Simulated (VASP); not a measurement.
# Au (Im-3m) in VASP: notebook

Runs on Au. Level: PBEsol. Tasks: density of states.

Program: VASP 6.6.1. These are calculated values, not measurements. Logs are shortened: lines on timing, memory, paths and dates and some standing lists are left out, and cuts for length are marked.

**1. The cell of the first run**

The structure is cubic, space group Im-3m (No. 229). Conventional cell: a = 2.946 Å, b = 2.946 Å, c = 2.946 Å, α = 90.00°, β = 90.00°, γ = 90.00°. Au (site symmetry m-3m) has 14 Au at 2.55 to 2.95 Å within 3.4 Å.

**2. Density of states, PBEsol (volume scaled by 0.75)**

Input file POSCAR:

```
Au
1.0
   -1.4730820616      1.4730820616      1.4730820616
    1.4730820616     -1.4730820616      1.4730820616
    1.4730820616      1.4730820616     -1.4730820616
Au
1
Direct
    0.0000000000      0.0000000000      0.0000000000
```

Input file INCAR.step1:

```
PREC = Accurate
ENCUT = 520
EDIFF = 1E-6
ISMEAR = -1
SIGMA = 0.1
LREAL = False
LASPH = True
NELM = 60
ALGO = Normal
ISIF = 2
LWAVE = False
LCHARG = True
LMAXMIX = 4
GGA = PS
NBANDS = 12
```

Input file KPOINTS.step1:

```
Automatic mesh
0
Gamma
  18 18 18
```

Input file INCAR.step2:

```
PREC = Accurate
ENCUT = 520
EDIFF = 1E-6
ISMEAR = -5
SIGMA = 0.1
LREAL = False
LASPH = True
NELM = 60
ALGO = Normal
ISIF = 2
LWAVE = False
LCHARG = False
LMAXMIX = 4
GGA = PS
LORBIT = 11
NBANDS = 12
NEDOS = 1001
ICHARG = 11
```

Input file KPOINTS.step2:

```
Automatic mesh
0
Gamma
  27 27 27
```

Potentials or basis: VASP PAW PBE potentials, release 64 (Au).

Run with:

```sh
> cat potpaw_PBE.64/Au/POTCAR > POTCAR
> cp INCAR.step1 INCAR
> cp KPOINTS.step1 KPOINTS
> mpirun -np 1 vasp_std > vasp.out
> cp INCAR.step2 INCAR
> cp KPOINTS.step2 KPOINTS
> mpirun -np 1 vasp_std > vasp.out
```

OUTCAR:

```text
PREC = Accurate
   ENCUT = 520
   EDIFF = 1E-6
   ISMEAR = -5
   LREAL = False
   LASPH = True
   NELM = 60
   ISIF = 2
   GGA = PS
   LORBIT = 11
   ICHARG = 11

 ion  position               nearest neighbor table
   1  0.000  0.000  0.000-

  LATTYP: Found a body centered cubic cell.
 ALAT       =     2.9461641232

  Lattice vectors:

 A1 = (  -1.4730820616,   1.4730820616,   1.4730820616)
 A2 = (   1.4730820616,  -1.4730820616,   1.4730820616)
 A3 = (   1.4730820616,   1.4730820616,  -1.4730820616)

Analysis of symmetry for initial positions (statically):
=====================================================================
 Subroutine PRICEL returns:
 Original cell was already a primitive cell.

 Routine SETGRP: Setting up the symmetry group for a
 body centered cubic supercell.

 Subroutine GETGRP returns: Found 48 space group operations
 (whereof 48 operations were pure point group operations)
 out of a pool of 48 trial point group operations.

The static configuration has the point symmetry O_h .

Analysis of symmetry for dynamics (positions and initial velocities):
=====================================================================
 Subroutine PRICEL returns:
 Original cell was already a primitive cell.

 Routine SETGRP: Setting up the symmetry group for a
 body centered cubic supercell.

 Subroutine GETGRP returns: Found 48 space group operations
 (whereof 48 operations were pure point group operations)
 out of a pool of 48 trial point group operations.

The dynamic configuration has the point symmetry O_h .

 Subroutine INISYM returns: Found 48 space group operations
 (whereof 48 operations are pure point group operations),
 and found     1 'primitive' translations

----------------------------------------------------------------------------------------

                                     Primitive cell

  volume of cell :      12.7862

  direct lattice vectors                    reciprocal lattice vectors
    -1.473082062  1.473082062  1.473082062     0.000000000  0.339424403  0.339424403
     1.473082062 -1.473082062  1.473082062     0.339424403  0.000000000  0.339424403
     1.473082062  1.473082062 -1.473082062     0.339424403  0.339424403  0.000000000

  length of vectors
     2.551452974  2.551452974  2.551452974     0.480018595  0.480018595  0.480018595

  position of ions in fractional coordinates (direct lattice)
     0.000000000  0.000000000  0.000000000

  ion indices of the primitive-cell ions
   primitive index   ion index
[... 81 lines left out ...]
   ISIF   =      2    stress and relaxation
   ISYM   =      2    0-nonsym 1-usesym 2-fastsym
   POTIM  = 0.5000    time-step for ionic-motion
   TEBEG  =    0.0;   TEEND  =   0.0 temperature during run
   PSTRESS=    0.0 pullay stress
   NELECT =      11.0000    total number of electrons
   NUPDOWN=      -1.0000    fix difference up-down
   EMIN   =  10.00;   EMAX   =-10.00  energy-range for DOS
   EFERMI =   0.00;   METHOD = LEGACY
   ISMEAR =    -5;   SIGMA  =   0.10  broadening in eV -4-tet -1-fermi 0-gaus
   EFERMI_NEDOS =   21; number of points for ismear=-14 and -15
   IALGO  =     38    algorithm
   IMIX   =      4    mixing-type and parameters
     AMIX     =   0.40;   BMIX     =  1.00
     AMIX_MAG =   1.60;   BMIX_MAG =  1.00
  volume/ion in A,a.u.               =      12.79        86.29
  Fermi-wavevector in a.u.,A,eV,Ry     =   1.557013  2.942327 32.984443  2.424288
  Thomas-Fermi vector in A             =   2.660725
   LORBIT       =     11    0 simple, 1 ext, 2 COOP (PROOUT), +10 PAW based schemes
   GGA     = PS    functional components
   LHFCALC =     F    Hartree Fock is set to
   AEXX    =    0.0000 exact exchange contribution
   IVDW    =     0    specifies the selected vdW correction
   LEPSILON=     F    determine dielectric tensor
   LRPA    =     F    only Hartree local field effects (RPA)
 non-spin polarized calculation
 Fermi weights with tetrahedron method with Bloechl corrections
  energy-cutoff  :      520.00
  volume of cell :       12.79
 maximum number of plane-waves:       370

 number of electron      11.0000003 magnetization

 Free energy of the ion-electron system (eV)
  ---------------------------------------------------
  ext. energy  EPLUGINS =         0.00000000
  ---------------------------------------------------
  free energy    TOTEN  =        -2.81314371 eV

  energy without entropy =       -2.81314371  energy(sigma->0) =       -2.81314371

 E-fermi :  15.0561     XC(G=0): -14.6439

 val. band max:       15.0181402039   @ k =  -0.2963   0.4444   0.1111
 cond. band min:      15.0439226887   @ k =  -0.3333   0.4074   0.2222
 fundamental gap:      0.0257824847
 Fermi energy:        15.0561220641

 k-point     1 :       0.0000    0.0000    0.0000
  band No.  band energies     occupation
      1       1.5292      2.00000
      2       8.0865      2.00000
      3       8.0865      2.00000
      4       8.0865      2.00000
      5      11.1350      2.00000
      6      11.1350      2.00000
      7      30.9976      0.00000
      8      30.9976      0.00000
      9      30.9976      0.00000
     10      43.2490      0.00000
     11      43.2491      0.00000
     12      44.9483      0.00000
[... 331 lines left out ...]
 k-point    24 :       0.3704    0.0370   -0.0000
  band No.  band energies     occupation
      1       4.5724      2.00000
      2       6.5007      2.00000
      3      10.2637      2.00000
      4      11.1206      2.00000
      5      11.5992      2.00000
      6      13.0397      2.00000
      7      23.4177      0.00000
      8      27.7873      0.00000
      9      32.4953      0.00000
     10      39.3348      0.00000
     11      39.9184      0.00000
     12      41.3687      0.00000

 [... further k-points ...]
[... 5 lines left out ...]
  --------------------------------------------------------------------------------------
  -------------------------------------------------------------------------------------
  Total        8.9269802      8.9269802      8.9269802      0.0000000     -0.0000000      0.0000000
  in kB     1118.5987816   1118.5987816   1118.5987816      0.0000000     -0.0000000      0.0000000
  external PRESSURE =    1118.5987816 kB  Pullay stress =       0.0000000 kB

 VOLUME and BASIS-vectors are now :
 -----------------------------------------------------------------------------
  energy-cutoff  :      520.00
  volume of cell :       12.79
      direct lattice vectors                 reciprocal lattice vectors
    -1.473082062  1.473082062  1.473082062     0.000000000  0.339424403  0.339424403
     1.473082062 -1.473082062  1.473082062     0.339424403  0.000000000  0.339424403
     1.473082062  1.473082062 -1.473082062     0.339424403  0.339424403  0.000000000

 POSITION                                       TOTAL-FORCE (eV/Angst)
 -----------------------------------------------------------------------------------
      0.00000      0.00000      0.00000         0.000000      0.000000      0.000000
 -----------------------------------------------------------------------------------
    total drift:                                0.000000     -0.000000     -0.000000

  FREE ENERGIE OF THE ION-ELECTRON SYSTEM (eV)
  ---------------------------------------------------
  free  energy   TOTEN  =        -2.8131437070 eV

  energy  without entropy=       -2.8131437070  energy(sigma->0) =       -2.81314371

 total charge

# of ion       s       p       d       tot
------------------------------------------
    1        0.674   0.661   8.885  10.220
```

OSZICAR.step1:

```text
N       E                     dE             d eps       ncg     rms          rms(c)
DAV:   1     0.529479335057E+02    0.52948E+02   -0.57843E+03  4752   0.851E+02
DAV:   2    -0.241751581913E+01   -0.55365E+02   -0.52957E+02  5620   0.205E+02
DAV:   3    -0.313093484115E+01   -0.71342E+00   -0.71270E+00  5620   0.218E+01
DAV:   4    -0.313293004848E+01   -0.19952E-02   -0.19951E-02  5528   0.131E+00
DAV:   5    -0.313294027254E+01   -0.10224E-04   -0.10224E-04  5680   0.870E-02    0.225E+01
DAV:   6    -0.287985888394E+01    0.25308E+00   -0.40633E-01  5436   0.557E+00    0.132E+01
DAV:   7    -0.282518039440E+01    0.54678E-01   -0.15643E-01  5492   0.338E+00    0.272E+00
DAV:   8    -0.282032245188E+01    0.48579E-02   -0.12484E-02  5152   0.106E+00    0.298E-01
DAV:   9    -0.282032388355E+01   -0.14317E-05   -0.39623E-05  5492   0.627E-02    0.194E-02
DAV:  10    -0.282032697312E+01   -0.30896E-05   -0.17526E-06  5564   0.858E-03    0.728E-03
DAV:  11    -0.282032712728E+01   -0.15416E-06   -0.77252E-08  2924   0.257E-03
   1 F= -.28203271E+01 E0= -.28174488E+01  d E =-.575670E-02
```

It took 71 s on 1 thread of AMD EPYC 7R43 (Zen 3), shared host; peak memory 0.21 GiB.

Results:

* Valence electrons inside the program's atomic spheres: Au 10.22

Levels at points of the mesh, in eV from the Fermi level:
```csv
k point,band 3,band 4,band 5,band 6,band 7,band 8,band 9,band 10
"(0.00, 0.00, 0.00)",-6.97,-6.97,-3.92,-3.92,15.94,15.94,15.94,28.19
```

Caveat: the cell differs from its parent crystal (volume scaled by 0.75); the PAW data sets were made with another functional, which shifts forces and pressure a little; spin-orbit coupling is left out, which moves the levels of the heavy elements; tetrahedron occupations give inexact forces and stress in metals.

**3. Density of states, PBEsol**

This run uses another cell than the first one, of 17.05 Å³/atom, 1.333 times its volume.

Input file POSCAR:

```
Au
1.0
   -1.6213365997      1.6213365997      1.6213365997
    1.6213365997     -1.6213365997      1.6213365997
    1.6213365997      1.6213365997     -1.6213365997
Au
1
Direct
    0.0000000000      0.0000000000      0.0000000000
```

Input file INCAR.step1:

```
SYSTEM = Au
PREC = Accurate
ENCUT = 520
EDIFF = 1E-7
ISMEAR = -1
SIGMA = 0.1
LREAL = .False.
LASPH = .True.
NELM = 60
ALGO = Normal
ISIF = 2
LWAVE = .False.
LCHARG = .True.
LMAXMIX = 4
GGA = PS
NBANDS = 12
```

Input file KPOINTS.step1:

```
regular mesh
0
Gamma
  18 18 18
  0 0 0
```

Input file INCAR.step2:

```
SYSTEM = Au
PREC = Accurate
ENCUT = 520
EDIFF = 1E-7
ISMEAR = -5
SIGMA = 0.1
LREAL = .False.
LASPH = .True.
NELM = 60
ALGO = Normal
ISIF = 2
LWAVE = .False.
LCHARG = .False.
LMAXMIX = 4
GGA = PS
LORBIT = 11
NEDOS = 2001
ICHARG = 11
```

Input file KPOINTS.step2:

```
regular mesh
0
Gamma
  27 27 27
  0 0 0
```

Potentials or basis: VASP PAW PBE potentials, release 64 (Au).

Run with:

```sh
> cat potpaw_PBE.64/Au/POTCAR > POTCAR
> cp INCAR.step1 INCAR
> cp KPOINTS.step1 KPOINTS
> mpirun -np 1 vasp_std > vasp.out
> cp INCAR.step2 INCAR
> cp KPOINTS.step2 KPOINTS
> mpirun -np 1 vasp_std > vasp.out
```

OUTCAR:

```text
SYSTEM = Au
   PREC = Accurate
   ENCUT = 520
   EDIFF = 1E-7
   ISMEAR = -5
   LREAL = .False.
   LASPH = .True.
   NELM = 60
   ISIF = 2
   GGA = PS
   LORBIT = 11
   ICHARG = 11

 ion  position               nearest neighbor table
   1  0.000  0.000  0.000-

  LATTYP: Found a body centered cubic cell.
 ALAT       =     3.2426731994

  Lattice vectors:

 A1 = (  -1.6213365997,   1.6213365997,   1.6213365997)
[... 466 lines left out ...]
      5       6.7100      2.00000
      6       7.5703      2.00000
      7      15.6323      0.00000
      8      22.1750      0.00000
      9      24.0672      0.00000

 [... further k-points ...]
[... 5 lines left out ...]
  --------------------------------------------------------------------------------------
  -------------------------------------------------------------------------------------
  Total        0.0381089      0.0381089      0.0381089      0.0000000      0.0000000      0.0000000
  in kB        3.5814366      3.5814366      3.5814366      0.0000000      0.0000000      0.0000000
  external PRESSURE =       3.5814366 kB  Pullay stress =       0.0000000 kB

 VOLUME and BASIS-vectors are now :
 -----------------------------------------------------------------------------
  energy-cutoff  :      520.00
  volume of cell :       17.05
      direct lattice vectors                 reciprocal lattice vectors
    -1.621336600  1.621336600  1.621336600     0.000000000  0.308387537  0.308387537
     1.621336600 -1.621336600  1.621336600     0.308387537  0.000000000  0.308387537
     1.621336600  1.621336600 -1.621336600     0.308387537  0.308387537  0.000000000

 POSITION                                       TOTAL-FORCE (eV/Angst)
 -----------------------------------------------------------------------------------
      0.00000      0.00000      0.00000         0.000000      0.000000      0.000000
 -----------------------------------------------------------------------------------
    total drift:                                0.000000      0.000000      0.000000

  FREE ENERGIE OF THE ION-ELECTRON SYSTEM (eV)
  ---------------------------------------------------
  free  energy   TOTEN  =        -3.9020737202 eV

  energy  without entropy=       -3.9020737202  energy(sigma->0) =       -3.90207372

 total charge

# of ion       s       p       d       tot
------------------------------------------
    1        0.545   0.358   8.747   9.650
```

It took 98 s on 1 thread of AMD EPYC 7R43 (Zen 3), shared host; peak memory 0.21 GiB.

Results:

| Quantity | Value |
| --- | --- |
| Valence electrons inside the program's atomic spheres | Au 9.65 |

Levels at points of the mesh, in eV from the Fermi level:
```
           k point  band 2  band 3  band 4  band 5  band 6  band 7  band 8  band 9
(0.00, 0.00, 0.00)   -4.85   -4.85   -4.85   -2.89   -2.89   16.51   16.51   16.51
```

Caveat: the PAW data sets were made with another functional, which shifts forces and pressure a little; spin-orbit coupling is left out, which moves the levels of the heavy elements; tetrahedron occupations give inexact forces and stress in metals.

**4. Density of states, PBEsol (volume scaled by 0.4)**

Input file POSCAR:

```
Au
1.0
   -1.1946110207      1.1946110207      1.1946110207
    1.1946110207     -1.1946110207      1.1946110207
    1.1946110207      1.1946110207     -1.1946110207
Au
1
Direct
    0.0000000000      0.0000000000      0.0000000000
```

Input file INCAR.step1:

```
PREC = Accurate ; ENCUT = 520
EDIFF = 1E-6 ; ISMEAR = -1
SIGMA = 0.1 ; LREAL = False
LASPH = True ; NELM = 80
ALGO = Normal ; ISIF = 2
LWAVE = False ; LCHARG = True
LMAXMIX = 4 ; GGA = PS
NBANDS = 12
```

Input file KPOINTS.step1:

```
Automatic mesh
0
Gamma
  18 18 18
```

Input file INCAR.step2:

```
PREC = Accurate ; ENCUT = 520
EDIFF = 1E-6 ; ISMEAR = -5
SIGMA = 0.1 ; LREAL = False
LASPH = True ; NELM = 80
ALGO = Normal ; ISIF = 2
LWAVE = False ; LCHARG = False
LMAXMIX = 4 ; GGA = PS
LORBIT = 11 ; NEDOS = 2001
ICHARG = 11
```

Input file KPOINTS.step2:

```
Automatic mesh
0
Gamma
  27 27 27
```

Run with:

```sh
> cat potpaw_PBE.64/Au/POTCAR > POTCAR
> cp INCAR.step1 INCAR
> cp KPOINTS.step1 KPOINTS
> mpirun -np 1 vasp_std > vasp.out
> cp INCAR.step2 INCAR
> cp KPOINTS.step2 KPOINTS
> mpirun -np 1 vasp_std > vasp.out
```

Wall time 28 s (1 thread of Intel Xeon Platinum 8488C (Sapphire Rapids), shared host); peak memory 0.18 GiB.

Levels at points of the mesh, in eV from the Fermi level:
| k point | band 3 | band 4 | band 5 | band 6 | band 7 | band 8 | band 9 |
| --- | --- | --- | --- | --- | --- | --- | --- |
| (0.00, 0.00, 0.00) | -16.83 | -16.83 | -9.89 | -9.89 | 8.41 | 8.41 | 8.41 |

Caveat: the cell differs from its parent crystal (volume scaled by 0.4); the PAW data sets were made with another functional, which shifts forces and pressure a little; spin-orbit coupling is left out, which moves the levels of the heavy elements; tetrahedron occupations give inexact forces and stress in metals.
